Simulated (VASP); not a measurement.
# NaCl (Fm-3m) in VASP: notebook

NaCl is run at these levels: PBEsol-based global hybrid with 25 % exact exchange, B3LYP; tasks: single point.

Program: VASP 6.6.1. These are calculated values, not measurements. Logs are shortened: lines on timing, memory, paths and dates and some standing lists are left out, and cuts for length are marked.

## 1. The cell of the first run

Symmetry: Fm-3m, No. 225, cubic system. The conventional cell has a = 5.588 Å, b = 5.588 Å, c = 5.588 Å, α = 90.00°, β = 90.00°, γ = 90.00°. Cl (site symmetry m-3m) has 6 Na at 2.79 Å within 3.7 Å. Within 3.7 Å of Na (site symmetry m-3m) lie 6 Cl at 2.79 Å.

## 2. Single point, PBEsol-based global hybrid with 25 % exact exchange

Input file POSCAR:

```
NaCl
1.0
    0.0000000000      2.7940632177      2.7940632177
    2.7940632177      0.0000000000      2.7940632177
    2.7940632177      2.7940632177      0.0000000000
Cl Na
1 1
Direct
    0.5000000000      0.5000000000      0.5000000000
    0.0000000000      0.0000000000      0.0000000000
```

Input file INCAR.step1:

```
SYSTEM = NaCl
PREC     = Accurate       ! precision mode
ENCUT    = 520            ! plane-wave cutoff, eV
EDIFF    = 1E-5           ! SCF threshold, eV
ISMEAR   = -1             ! smearing method
SIGMA    = 0.05           ! smearing width, eV
LREAL    = .False.        ! projectors in reciprocal space
LASPH    = .True.         ! aspherical terms in the spheres
NELM     = 100            ! most SCF steps
ALGO     = Normal         ! electronic algorithm
ISIF     = 2              ! what is computed and relaxed
LWAVE    = .True.         ! write WAVECAR
LCHARG   = .False.        ! write CHGCAR
NBANDS   = 14             ! bands
GGA      = PE             ! functional
```

Input file INCAR.step2:

```
SYSTEM = NaCl
PREC     = Accurate       ! precision mode
ENCUT    = 520            ! plane-wave cutoff, eV
EDIFF    = 1E-6           ! SCF threshold, eV
ISMEAR   = -1             ! smearing method
SIGMA    = 0.05           ! smearing width, eV
LREAL    = .False.        ! projectors in reciprocal space
LASPH    = .True.         ! aspherical terms in the spheres
NELM     = 100            ! most SCF steps
ALGO     = Normal         ! electronic algorithm
ISIF     = 2              ! what is computed and relaxed
LWAVE    = .False.        ! write WAVECAR
LCHARG   = .False.        ! write CHGCAR
GGA      = PS             ! functional
LHFCALC  = .True.         ! exact exchange
AEXX     = 0.25           ! exact-exchange fraction
PRECFOCK = Normal       
NBANDS   = 14             ! bands
ISTART   = 1
```

Input file KPOINTS:

```
Automatic mesh
0
Gamma
  5 5 5
  0 0 0
```

Potentials or basis: VASP PAW PBE potentials, release 64 (Cl, Na_pv).

Run with:

```
cat potpaw_PBE.64/Cl/POTCAR potpaw_PBE.64/Na_pv/POTCAR > POTCAR
cp INCAR.step1 INCAR
mpirun -np 1 vasp_std > vasp.out
cp INCAR.step2 INCAR
mpirun -np 1 vasp_std > vasp.out
```

OUTCAR:

```text
SYSTEM = NaCl
   PREC = Accurate
   ENCUT = 520
   EDIFF = 1E-6
   ISMEAR = -1
   LREAL = .False.
   LASPH = .True.
   NELM = 100
   ISIF = 2
   GGA = PS
   LHFCALC = .True.
   AEXX = 0.25
   PRECFOCK = Normal
   ISTART = 1

 ion  position               nearest neighbor table
   1  0.500  0.500  0.500-
   2  0.000  0.000  0.000-

  LATTYP: Found a face centered cubic cell.
 ALAT       =     5.5881264354

  Lattice vectors:

 A1 = (   0.0000000000,   2.7940632177,   2.7940632177)
 A2 = (   2.7940632177,   0.0000000000,   2.7940632177)
 A3 = (   2.7940632177,   2.7940632177,   0.0000000000)

Analysis of symmetry for initial positions (statically):
=====================================================================
 Subroutine PRICEL returns:
 Original cell was already a primitive cell.

 Routine SETGRP: Setting up the symmetry group for a
 face centered cubic supercell.

 Subroutine GETGRP returns: Found 48 space group operations
 (whereof 48 operations were pure point group operations)
 out of a pool of 48 trial point group operations.

The static configuration has the point symmetry O_h .

Analysis of symmetry for dynamics (positions and initial velocities):
=====================================================================
 Subroutine PRICEL returns:
 Original cell was already a primitive cell.

 Routine SETGRP: Setting up the symmetry group for a
 face centered cubic supercell.

 Subroutine GETGRP returns: Found 48 space group operations
 (whereof 48 operations were pure point group operations)
 out of a pool of 48 trial point group operations.

The dynamic configuration has the point symmetry O_h .

 Subroutine INISYM returns: Found 48 space group operations
 (whereof 48 operations are pure point group operations),
 and found     1 'primitive' translations

----------------------------------------------------------------------------------------

                                     Primitive cell

  volume of cell :      43.6253

  direct lattice vectors                    reciprocal lattice vectors
     0.000000000  2.794063218  2.794063218    -0.178950854  0.178950854  0.178950854
     2.794063218  0.000000000  2.794063218     0.178950854 -0.178950854  0.178950854
     2.794063218  2.794063218  0.000000000     0.178950854  0.178950854 -0.178950854

  length of vectors
     3.951402097  3.951402097  3.951402097     0.309951972  0.309951972  0.309951972

  position of ions in fractional coordinates (direct lattice)
     0.500000000  0.500000000  0.500000000
     0.000000000  0.000000000  0.000000000

  ion indices of the primitive-cell ions
   primitive index   ion index
                 1           1
                 2           2

----------------------------------------------------------------------------------------

 KPOINTS: Automatic mesh

Automatic generation of k-mesh.
 Grid dimensions read from file:
 generate k-points for:    5    5    5

 Generating k-lattice:

  Cartesian coordinates                     Fractional coordinates (reciprocal lattice)
    -0.035790171  0.035790171  0.035790171     0.200000000  0.000000000  0.000000000
     0.035790171 -0.035790171  0.035790171     0.000000000  0.200000000  0.000000000
     0.035790171  0.035790171 -0.035790171     0.000000000  0.000000000  0.200000000

  Length of vectors
     0.061990394  0.061990394  0.061990394

  Shift w.r.t. Gamma in fractional coordinates (k-lattice)
     0.000000000  0.000000000  0.000000000

 Subroutine IBZKPT returns following result:
 ===========================================

 Found     10 irreducible k-points:

 Following reciprocal coordinates:
            Coordinates               Weight
  0.000000  0.000000  0.000000      1.000000
  0.200000  0.000000  0.000000      8.000000
  0.400000  0.000000  0.000000      8.000000
  0.200000  0.200000  0.000000      6.000000
  0.400000  0.200000  0.000000     24.000000
 -0.400000  0.200000  0.000000     24.000000
 -0.200000  0.200000  0.000000     12.000000
  0.400000  0.400000  0.000000      6.000000
 -0.400000  0.400000  0.000000     12.000000
 -0.400000  0.400000  0.200000     24.000000
   k-points           NKPTS =     10   k-points in BZ     NKDIM =    125   number of bands    NBANDS=     14
   number of dos      NEDOS =    301   number of ions     NIONS =      2
   total plane-waves  NPLWV =  27000
   dimension x,y,z NGX =    30 NGY =   30 NGZ =   30
   dimension x,y,z NGXF=    60 NGYF=   60 NGZF=   60
   ions per type =               1   1
   NGX,Y,Z   is equivalent  to a cutoff of  12.62, 12.62, 12.62 a.u.
   NGXF,Y,Z  is equivalent  to a cutoff of  25.24, 25.24, 25.24 a.u.
 SYSTEM =  NaCl
   PREC   = accura    normal or accurate (medium, high low for compatibility)
   ISTART =      1    job   : 0-new  1-cont  2-samecut
   ICHARG =      0    charge: 1-file 2-atom 10-const
   ISPIN  =      1    spin polarized calculation?
   LNONCOLLINEAR =      F non collinear calculations
   LSORBIT =      F    spin-orbit coupling
   LASPH  =      T    aspherical Exc in radial PAW
   ENCUT  =  520.0 eV  38.22 Ry    6.18 a.u.   7.35  7.35  7.35*2*pi/ulx,y,z
   NELM   =    100;   NELMIN=  2; NELMDL=  0     # of ELM steps
   EDIFF  = 0.1E-05   stopping-criterion for ELM
   LREAL  =      F    real-space projection
   EDIFFG = 0.1E-04   stopping-criterion for IOM
   NSW    =      0    number of steps for IOM
   IBRION =     -1    ionic relax: 0-MD 1-quasi-New 2-CG
   NFREE  =      0    steps in history (QN), initial steepest desc. (CG)
   ISIF   =      2    stress and relaxation
   ISYM   =      3    0-nonsym 1-usesym 2-fastsym
   POTIM  = 0.5000    time-step for ionic-motion
   TEBEG  =    0.0;   TEEND  =   0.0 temperature during run
   PSTRESS=    0.0 pullay stress
   NELECT =      14.0000    total number of electrons
   NUPDOWN=      -1.0000    fix difference up-down
   EMIN   =  10.00;   EMAX   =-10.00  energy-range for DOS
   EFERMI =   0.00;   METHOD = LEGACY
   ISMEAR =    -1;   SIGMA  =   0.05  broadening in eV -4-tet -1-fermi 0-gaus
   EFERMI_NEDOS =   21; number of points for ismear=-14 and -15
   IALGO  =     38    algorithm
   IMIX   =      1    mixing-type and parameters
     AMIX     =   0.40;   BMIX     =  1.00
     AMIX_MAG =   1.60;   BMIX_MAG =  1.00
  volume/ion in A,a.u.               =      21.81       147.20
  Fermi-wavevector in a.u.,A,eV,Ry     =   1.120825  2.118053 17.092312  1.256249
  Thomas-Fermi vector in A             =   2.257475
   LORBIT       =      0    0 simple, 1 ext, 2 COOP (PROOUT), +10 PAW based schemes
   GGA     = PS    functional components
   LHFCALC =     T    Hartree Fock is set to
   PRECFOCK=normal    Normal, Fast or Accurate (Low or Medium for compatibility)
   ENCUT4O =  -1.0   cutoff for four orbital integrals eV
   NKREDX  =     1    reduce k-point grid by
   NKREDY  =     1    reduce k-point grid by
   NKREDZ  =     1    reduce k-point grid by
   AEXX    =    0.2500 exact exchange contribution
   HFSCREEN=    0.0000 screening length (either q_TF or 0.3 A-1)
   HFSCREENC=   0.0000 screening length for correlation (either q_TF or 0.3 A-1)
   ENCUTFOCK=  -1.0 apply spherical cutoff to Coloumb kernel
   IVDW    =     0    specifies the selected vdW correction
   LEPSILON=     F    determine dielectric tensor
   LRPA    =     F    only Hartree local field effects (RPA)
 non-spin polarized calculation
  energy-cutoff  :      520.00
  volume of cell :       43.63
 maximum number of plane-waves:      1211
 NGX is ok and might be reduce to    30
  NGX = 24; NGY = 24; NGZ = 24

 number of electron      14.0000007 magnetization

 Free energy of the ion-electron system (eV)
  ---------------------------------------------------
  ext. energy  EPLUGINS =         0.00000000
  ---------------------------------------------------
  free energy    TOTEN  =        -8.58330930 eV

  energy without entropy =       -8.58330930  energy(sigma->0) =       -8.58330930

 E-fermi :  -0.9382     XC(G=0):  -6.6629

 val. band max:       -2.0200013497   @ k =   0.0000   0.0000   0.0000
 cond. band min:       5.1510228400   @ k =   0.0000   0.0000   0.0000
 fundamental gap:      7.1710241897
 Fermi energy:        -0.9381669237

 k-point     1 :       0.0000    0.0000    0.0000
  band No.  band energies     occupation
      1     -24.7619      2.00000
      2     -24.7619      2.00000
      3     -24.7619      2.00000
      4     -15.9650      2.00000
      5      -2.0200      2.00000
      6      -2.0200      2.00000
      7      -2.0200      2.00000
      8       5.1510      0.00000
      9      11.2937      0.00000
     10      11.2937      0.00000
     11      11.2937      0.00000
     12      13.7219      0.00000
     13      13.7219      0.00000
     14      14.8759      0.00000

 k-point     2 :       0.2000    0.0000    0.0000
  band No.  band energies     occupation
      1     -24.7733      2.00000
      2     -24.7626      2.00000
      3     -24.7626      2.00000
      4     -15.8313      2.00000
      5      -2.9189      2.00000
      6      -2.1315      2.00000
      7      -2.1315      2.00000
      8       6.2923      0.00000
      9      10.2696      0.00000
     10      11.6611      0.00000
     11      11.6611      0.00000
     12      13.3997      0.00000
     13      13.3997      0.00000
     14      16.2777      0.00000
[... 105 lines left out ...]
      1     -24.7815      2.00000
      2     -24.7761      2.00000
      3     -24.7690      2.00000
      4     -15.4922      2.00000
      5      -3.7547      2.00000
      6      -3.1362      2.00000
      7      -2.6387      2.00000
      8       8.1564      0.00000
      9       8.8420      0.00000
     10      11.0695      0.00000
     11      13.6254      0.00000
     12      14.2399      0.00000
     13      16.5624      0.00000
     14      18.2552      0.00000

 k-point    10 :      -0.4000    0.4000    0.2000
  band No.  band energies     occupation
      1     -24.7822      2.00000
      2     -24.7743      2.00000
      3     -24.7692      2.00000
      4     -15.5072      2.00000
      5      -3.6614      2.00000
      6      -3.1277      2.00000
      7      -2.6917      2.00000
      8       9.0957      0.00000
      9       9.3328      0.00000
     10       9.8130      0.00000
     11      12.4966      0.00000
     12      15.0368      0.00000
     13      15.8655      0.00000
     14      17.9338      0.00000

------------------------ aborting loop because EDIFF is reached ----------------------------------------

  FORCE on cell =-STRESS in cart. coord.  units (eV):
  Direction    XX          YY          ZZ          XY          YZ          ZX
  --------------------------------------------------------------------------------------
  -------------------------------------------------------------------------------------
  Total       -0.0266882     -0.0266882     -0.0266882     -0.0000000      0.0000000      0.0000000
  in kB       -0.9801476     -0.9801476     -0.9801476     -0.0000000      0.0000000      0.0000000
  external PRESSURE =      -0.9801476 kB  Pullay stress =       0.0000000 kB

 VOLUME and BASIS-vectors are now :
 -----------------------------------------------------------------------------
  energy-cutoff  :      520.00
  volume of cell :       43.63
      direct lattice vectors                 reciprocal lattice vectors
     0.000000000  2.794063218  2.794063218    -0.178950854  0.178950854  0.178950854
     2.794063218  0.000000000  2.794063218     0.178950854 -0.178950854  0.178950854
     2.794063218  2.794063218  0.000000000     0.178950854  0.178950854 -0.178950854

 POSITION                                       TOTAL-FORCE (eV/Angst)
 -----------------------------------------------------------------------------------
      2.79406      2.79406      2.79406         0.000000     -0.000000      0.000000
      0.00000      0.00000      0.00000        -0.000000      0.000000      0.000000
 -----------------------------------------------------------------------------------
    total drift:                                0.000000     -0.000000      0.000000

  FREE ENERGIE OF THE ION-ELECTRON SYSTEM (eV)
  ---------------------------------------------------
  free  energy   TOTEN  =        -8.5833092980 eV

  energy  without entropy=       -8.5833092980  energy(sigma->0) =       -8.58330930
```

Wall time 14 min (1 thread of AMD EPYC 7R43 (Zen 3), shared host); peak memory 0.14 GiB.

Results:

- Free energy: -8.5833 eV
- Pressure: -0.1 GPa
- Band gap on the k mesh: 7.17 eV

Levels at points of the mesh, in eV from the valence-band top:
```tsv
k point	band 4	band 5	band 6	band 7	band 8	band 9	band 10	band 11
(0.00, 0.00, 0.00)	-13.95	0.00	0.00	0.00	7.17	13.31	13.31	13.31
```

Caveat: the PAW data sets were made with another functional, which shifts forces and pressure a little.

[end of part 1 of 2]
